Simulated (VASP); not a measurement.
Write the native input for VASP 6.6.1 that does the following.

```
Task                   : relaxation of cell and atoms
Functional             : PBEsol
Potentials or basis    : VASP PAW PBE potentials, release 64 (Co_sv)
Cutoff                 : 600 eV
k mesh                 : 17 × 17 × 9
Occupations            : fermi-dirac, width 0.1 eV
Spin                   : collinear spin, ferromagnetic start
Starting moments       : [1.7, 1.7] μB
Dipole correction      : no
Further INCAR settings : ALGO = Normal; EDIFF = 1e-07; IBRION = 2; EDIFFG = -0.005; NSW = 60; ISIF = 3
```

The structure of Co lies in POSCAR:

```
Co
1.0
    2.5090426088      0.0000000000      0.0000000000
   -1.2545213044      2.1728946384      0.0000000000
    0.0000000000      0.0000000000      4.0646490262
Co
2
Direct
    0.3333333333      0.6666666667      0.2500000000
    0.6666666667      0.3333333333      0.7500000000
```

These files were run (other wordings do the same):

INCAR

```
PREC = Accurate
ENCUT = 600
EDIFF = 1E-7
ISMEAR = -1
SIGMA = 0.1
LREAL = F
LASPH = T
NELM = 200
ALGO = Normal
ISIF = 3
LWAVE = F
LCHARG = F
ISPIN = 2
MAGMOM = 1.7 1.7
LORBIT = 11
LMAXMIX = 4
GGA = PS
IBRION = 2
NSW = 60
EDIFFG = -0.005
GGA_COMPAT = F
NELMIN = 4
```

KPOINTS

```
regular mesh
0
Gamma
  17 17 9
```

Potentials or basis: VASP PAW PBE potentials, release 64 (Co_sv).

Run with:

```console
$ cat potpaw_PBE.64/Co_sv/POTCAR > POTCAR
$ mpirun -np 1 vasp_std > vasp.out
```

It gave:

```yaml
Relaxed_volume: 10.26 Å³/atom
Relaxed_cell: a = 2.447 Å, b = 2.447 Å, c = 3.956 Å, α = 90.00°, β = 90.00°, γ = 120.00°
Space_group_after_relaxing_to_0.1_Å: P6_3/mmc (No. 194)
Energy_gained_by_relaxing: 46.4 meV/atom
Ionic_steps: 14
Pressure_after_relaxing: 0.0 GPa
Net_moment: 3.12 μB per cell
Site_moments: Co +1.61 μB
Valence_electrons_inside_the_program's_atomic_spheres: Co 15.10
```

Caveat: the PAW data sets were made with another functional, which shifts forces and pressure a little.

Run time: 20 min on 1 thread of Intel(R) Xeon(R) Platinum 8488C (Sapphire Rapids), with other jobs on the host, peak memory 0.27 GiB.
